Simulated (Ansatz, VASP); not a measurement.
# ZrC: VASP beside Ansatz

```
Zr C
1.0
     0.00000    2.34235    2.34235
     2.34235    0.00000    2.34235
     2.34235    2.34235    0.00000
Zr C
1 1
Direct
  0.50000 0.50000 0.50000
  0.00000 0.00000 0.00000
```

Change from the starting cell: volume scaled by 0.99.

Alike in both runs: task single point; functional PBEsol; k mesh 15 × 15 × 15; occupations fermi-dirac, width 0.05 eV; no spin polarisation.

|  | VASP | Ansatz |
| --- | --- | --- |
| version | VASP 6.6.1 | Ansatz 0.2.0 |
| potentials or method | VASP PAW PBE potentials, release 64 (Zr_sv, C), cutoff 520 eV | all-electron LAPW, scalar-relativistic |

```tsv
	VASP	Ansatz	Ansatz less VASP
pressure (GPa)	-2.0	-2.3	-0.31
```

VASP's potentials were made for PBE, not for PBEsol. Ansatz ran all-electron here, and VASP with PAW potentials.
